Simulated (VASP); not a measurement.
# MgO (P6_3/mmc) in VASP: further runs, part 2 of 2

VASP 6.6.1.

## (5) Single point, PBE (volume 10.835 Å^3 an atom, c/a of the conventional cell 1.1474)

INCAR reads:

```
SYSTEM = MgO
PREC = Accurate ; ENCUT = 520
EDIFF = 1E-6 ; ISMEAR = 0
SIGMA = 0.05 ; LREAL = .False.
LASPH = .True. ; NELM = 100
ALGO = Normal ; ISIF = 2
LWAVE = .False. ; LCHARG = .True.
GGA = PE ; LELF = .True.
LVHAR = .True. ; NBANDS = 16
```

KPOINTS reads:

```
Automatic mesh
0
Gamma
  9 9 6
  0 0 0
```

POSCAR reads:

```
MgO
1.0
    3.5200417126      0.0000000000      0.0000000000
   -1.7600208563      3.0484455455      0.0000000000
    0.0000000000      0.0000000000      4.0388958611
Mg O
2 2
Direct
    0.6666666667      0.3333333333      0.7500000000
    0.3333333333      0.6666666667      0.2500000000
    0.6666666667      0.3333333333      0.2500000000
    0.3333333333      0.6666666667      0.7500000000
```

Potentials or basis: VASP PAW PBE potentials, release 64 (Mg, O).

Run with:

```bash
$ cat potpaw_PBE.64/Mg/POTCAR potpaw_PBE.64/O/POTCAR > POTCAR
$ mpirun -np 1 vasp_std > vasp.out
```

OUTCAR:

```text
SYSTEM = MgO
   PREC = Accurate
   ENCUT = 520
   EDIFF = 1E-6
   ISMEAR = 0
   LREAL = .False.
   LASPH = .True.
   NELM = 100
   ISIF = 2
   GGA = PE

 ion  position               nearest neighbor table
   1  0.667  0.333  0.750-   3 2.02   3 2.02   4 2.03   4 2.03   4 2.03   2 2.87   2 2.87   2 2.87
                             2 2.87   2 2.87   2 2.87
   2  0.333  0.667  0.250-   4 2.02   4 2.02   3 2.03   3 2.03   3 2.03   1 2.87   1 2.87   1 2.87
                             1 2.87   1 2.87   1 2.87
   3  0.667  0.333  0.250-   1 2.02   1 2.02   2 2.03   2 2.03   2 2.03
   4  0.333  0.667  0.750-   2 2.02   2 2.02   1 2.03   1 2.03   1 2.03

  LATTYP: Found a hexagonal cell.
 ALAT       =     3.5200417126
 C/A-ratio  =     1.1474000000

  Lattice vectors:

 A1 = (   3.5200417126,   0.0000000000,   0.0000000000)
 A2 = (  -1.7600208563,   3.0484455455,   0.0000000000)
 A3 = (   0.0000000000,   0.0000000000,   4.0388958611)

Analysis of symmetry for initial positions (statically):
=====================================================================
 Subroutine PRICEL returns:
 Original cell was already a primitive cell.

 Routine SETGRP: Setting up the symmetry group for a
 hexagonal supercell.

 Subroutine GETGRP returns: Found 24 space group operations
 (whereof 12 operations were pure point group operations)
 out of a pool of 24 trial point group operations.

The static configuration has the point symmetry D_3d.
 The point group associated with its full space group is D_6h.

Analysis of symmetry for dynamics (positions and initial velocities):
=====================================================================
 Subroutine PRICEL returns:
 Original cell was already a primitive cell.

 Routine SETGRP: Setting up the symmetry group for a
 hexagonal supercell.

 Subroutine GETGRP returns: Found 24 space group operations
 (whereof 12 operations were pure point group operations)
 out of a pool of 24 trial point group operations.

The dynamic configuration has the point symmetry D_3d.
 The point group associated with its full space group is D_6h.

 Subroutine INISYM returns: Found 24 space group operations
 (whereof 12 operations are pure point group operations),
 and found     1 'primitive' translations

----------------------------------------------------------------------------------------

                                     Primitive cell

  volume of cell :      43.3400

  direct lattice vectors                    reciprocal lattice vectors
     3.520041713  0.000000000  0.000000000     0.284087543  0.164018019  0.000000000
    -1.760020856  3.048445545  0.000000000     0.000000000  0.328036038  0.000000000
     0.000000000  0.000000000  4.038895861     0.000000000  0.000000000  0.247592420

  length of vectors
     3.520041713  3.520041713  4.038895861     0.328036038  0.328036038  0.247592420

  position of ions in fractional coordinates (direct lattice)
     0.666666667  0.333333333  0.750000000
     0.333333333  0.666666667  0.250000000
     0.666666667  0.333333333  0.250000000
     0.333333333  0.666666667  0.750000000

  ion indices of the primitive-cell ions
   primitive index   ion index
                 1           1
                 2           2
                 3           3
                 4           4

[... 21 lines left out ...]
 Subroutine IBZKPT returns following result:
 ===========================================

 Found     48 irreducible k-points:

 Following reciprocal coordinates:
            Coordinates               Weight
  0.000000  0.000000  0.000000      1.000000
  0.111111  0.000000  0.000000      6.000000
  0.222222  0.000000  0.000000      6.000000
  0.333333  0.000000  0.000000      6.000000
  0.444444  0.000000  0.000000      6.000000
  0.111111  0.111111  0.000000      6.000000
[... 16 lines left out ...]
  0.333333  0.222222  0.166667     24.000000
  0.333333  0.333333  0.166667      4.000000
 [... further k-points ...]
   k-points           NKPTS =     48   k-points in BZ     NKDIM =     48   number of bands    NBANDS=     16
   number of dos      NEDOS =    301   number of ions     NIONS =      4
   total plane-waves  NPLWV =  23520
   dimension x,y,z NGX =    28 NGY =   28 NGZ =   30
   dimension x,y,z NGXF=    56 NGYF=   56 NGZF=   60
   ions per type =               2   2
   NGX,Y,Z   is equivalent  to a cutoff of  13.22, 13.22, 12.35 a.u.
   NGXF,Y,Z  is equivalent  to a cutoff of  26.45, 26.45, 24.70 a.u.
 SYSTEM =  MgO
   PREC   = accura    normal or accurate (medium, high low for compatibility)
   ISTART =      0    job   : 0-new  1-cont  2-samecut
   ICHARG =      2    charge: 1-file 2-atom 10-const
   ISPIN  =      1    spin polarized calculation?
   LNONCOLLINEAR =      F non collinear calculations
   LSORBIT =      F    spin-orbit coupling
   LASPH  =      T    aspherical Exc in radial PAW
   ENCUT  =  520.0 eV  38.22 Ry    6.18 a.u.   6.54  6.54  7.51*2*pi/ulx,y,z
   NELM   =    100;   NELMIN=  2; NELMDL= -5     # of ELM steps
   EDIFF  = 0.1E-05   stopping-criterion for ELM
   LREAL  =      F    real-space projection
   EDIFFG = 0.1E-04   stopping-criterion for IOM
   NSW    =      0    number of steps for IOM
   IBRION =     -1    ionic relax: 0-MD 1-quasi-New 2-CG
   NFREE  =      0    steps in history (QN), initial steepest desc. (CG)
   ISIF   =      2    stress and relaxation
   ISYM   =      2    0-nonsym 1-usesym 2-fastsym
   POTIM  = 0.5000    time-step for ionic-motion
   TEBEG  =    0.0;   TEEND  =   0.0 temperature during run
   PSTRESS=    0.0 pullay stress
   NELECT =      16.0000    total number of electrons
   NUPDOWN=      -1.0000    fix difference up-down
   EMIN   =  10.00;   EMAX   =-10.00  energy-range for DOS
   EFERMI =   0.00;   METHOD = LEGACY
   ISMEAR =     0;   SIGMA  =   0.05  broadening in eV -4-tet -1-fermi 0-gaus
   EFERMI_NEDOS =   21; number of points for ismear=-14 and -15
   IALGO  =     38    algorithm
   IMIX   =      4    mixing-type and parameters
     AMIX     =   0.40;   BMIX     =  1.00
     AMIX_MAG =   1.60;   BMIX_MAG =  1.00
  volume/ion in A,a.u.               =      10.84        73.12
  Fermi-wavevector in a.u.,A,eV,Ry     =   1.174407  2.219307 18.765579  1.379231
  Thomas-Fermi vector in A             =   2.310804
   LORBIT       =      0    0 simple, 1 ext, 2 COOP (PROOUT), +10 PAW based schemes
   GGA     = PE    functional components
   LHFCALC =     F    Hartree Fock is set to
   AEXX    =    0.0000 exact exchange contribution
   IVDW    =     0    specifies the selected vdW correction
   LEPSILON=     F    determine dielectric tensor
   LRPA    =     F    only Hartree local field effects (RPA)
 non-spin polarized calculation
 Gauss-broadening in eV      SIGMA  =   0.05
  energy-cutoff  :      520.00
  volume of cell :       43.34
 maximum number of plane-waves:      1197
 NGX is ok and might be reduce to    28
   NGX = 13   NGY = 13   NGZ = 15

 number of electron      15.9999989 magnetization

 Free energy of the ion-electron system (eV)
  ---------------------------------------------------
  ext. energy  EPLUGINS =         0.00000000
  ---------------------------------------------------
  free energy    TOTEN  =       -23.59012104 eV

  energy without entropy =      -23.59012104  energy(sigma->0) =      -23.59012104

 E-fermi :   2.3137     XC(G=0): -10.1237

 val. band max:        2.0248310040   @ k =   0.0000   0.0000   0.0000
 cond. band min:       5.5859380915   @ k =   0.0000   0.0000   0.0000
 fundamental gap:      3.5611070875
 Fermi energy:         2.3137231744

 k-point     1 :       0.0000    0.0000    0.0000
  band No.  band energies     occupation
      1     -14.9302      2.00000
      2     -13.4243      2.00000
      3      -1.5082      2.00000
      4       0.2501      2.00000
      5       0.2501      2.00000
      6       1.3131      2.00000
[... 433 lines left out ...]
      3      -1.4937      2.00000
      4      -0.7657      2.00000
      5      -0.7657      2.00000
      6       0.9248      2.00000
[... 8 lines left out ...]
     15      16.6049      0.00000
     16      18.7552      0.00000

 [... further k-points ...]
[... 5 lines left out ...]
  --------------------------------------------------------------------------------------
  -------------------------------------------------------------------------------------
  Total        0.9270199      0.9270199      3.8710963      0.0000000      0.0000000      0.0000000
  in kB       34.2697350     34.2697350    143.1052765      0.0000000      0.0000000      0.0000000
  external PRESSURE =      70.5482489 kB  Pullay stress =       0.0000000 kB

 VOLUME and BASIS-vectors are now :
 -----------------------------------------------------------------------------
  energy-cutoff  :      520.00
  volume of cell :       43.34
      direct lattice vectors                 reciprocal lattice vectors
     3.520041713  0.000000000  0.000000000     0.284087543  0.164018019  0.000000000
    -1.760020856  3.048445545  0.000000000     0.000000000  0.328036038  0.000000000
     0.000000000  0.000000000  4.038895861     0.000000000  0.000000000  0.247592420

 POSITION                                       TOTAL-FORCE (eV/Angst)
 -----------------------------------------------------------------------------------
      1.76002      1.01615      3.02917        -0.000000      0.000000     -0.000000
     -0.00000      2.03230      1.00972         0.000000     -0.000000     -0.000000
      1.76002      1.01615      1.00972         0.000000     -0.000000      0.000000
     -0.00000      2.03230      3.02917        -0.000000     -0.000000      0.000000
 -----------------------------------------------------------------------------------
    total drift:                               -0.000000     -0.000000     -0.000000

  FREE ENERGIE OF THE ION-ELECTRON SYSTEM (eV)
  ---------------------------------------------------
  free  energy   TOTEN  =       -23.5901210450 eV

  energy  without entropy=      -23.5901210450  energy(sigma->0) =      -23.59012104
```

OSZICAR:

```text
N       E                     dE             d eps       ncg     rms          rms(c)
DAV:   1     0.646168359530E+02    0.64617E+02   -0.76840E+03  1536   0.891E+02
DAV:   2    -0.237802878927E+02   -0.88397E+02   -0.80181E+02  2080   0.200E+02
DAV:   3    -0.276655179154E+02   -0.38852E+01   -0.38733E+01  1848   0.436E+01
DAV:   4    -0.276811010688E+02   -0.15583E-01   -0.15583E-01  1792   0.324E+00
DAV:   5    -0.276811788485E+02   -0.77780E-04   -0.77780E-04  1832   0.217E-01    0.113E+01
DAV:   6    -0.236604690461E+02    0.40207E+01   -0.10313E+01  1648   0.250E+01    0.349E+00
DAV:   7    -0.236109069002E+02    0.49562E-01   -0.14800E-01  1568   0.307E+00    0.213E+00
DAV:   8    -0.235920722581E+02    0.18835E-01   -0.94796E-02  1672   0.327E+00    0.527E-01
DAV:   9    -0.235892355361E+02    0.28367E-02   -0.82593E-03  1896   0.805E-01    0.113E-01
DAV:  10    -0.235901034877E+02   -0.86795E-03   -0.86545E-04  1552   0.213E-01    0.392E-02
DAV:  11    -0.235901212988E+02   -0.17811E-04   -0.29027E-05  1672   0.450E-02    0.207E-02
DAV:  12    -0.235901210450E+02    0.25383E-06   -0.92110E-06  1584   0.232E-02
   1 F= -.23590121E+02 E0= -.23590121E+02  d E =-.184289E-18
```

It took 30 s on 1 thread of Intel Xeon Platinum 8259CL at 2.50GHz (Skylake/Cascade Lake), shared host; peak memory 0.17 GiB.

Results:

```
Free energy            : -23.5901 eV
Pressure               : 7.1 GPa
Band gap on the k mesh : 3.56 eV, direct
```

Stress tensor (GPa, compression positive):
```
 3.43  0.00  0.00
 0.00  3.43  0.00
 0.00  0.00 14.31
```

Levels at points of the mesh, in eV from the valence-band top:
```csv
k point,band 5,band 6,band 7,band 8,band 9,band 10,band 11,band 12
"(0.00, 0.00, 0.00)",-1.77,-0.71,-0.71,0.00,3.56,9.85,12.43,12.43
"(0.00, 0.00, 0.50)",-1.27,-1.27,-1.27,-1.27,6.64,6.64,12.78,12.78
```

## (6) Overview

```tsv
cell	gap on the mesh (eV)	pressure (GPa)
a = 3.388, b = 3.388, c = 4.212 Å, angles 90.0, 90.0, 120.0°, 4 atoms	3.66	11.9
a = 3.354, b = 3.354, c = 4.375 Å, angles 90.0, 90.0, 120.0°, 4 atoms	3.52	10.3
a = 3.558, b = 3.558, c = 3.953 Å, angles 90.0, 90.0, 120.0°, 4 atoms	3.59	8.5
a = 3.520, b = 3.520, c = 4.039 Å, angles 90.0, 90.0, 120.0°, 4 atoms	3.56	7.1
```

Alike in all rows: task single point; level PBE; potentials or basis VASP PAW PBE potentials, release 64 (Mg, O); no spin polarisation; k mesh 9 × 9 × 6; cutoff (eV) 520; smearing gaussian 0.05 eV.

Total energies depend on the potentials used, so only differences within one code and one set of settings carry meaning.
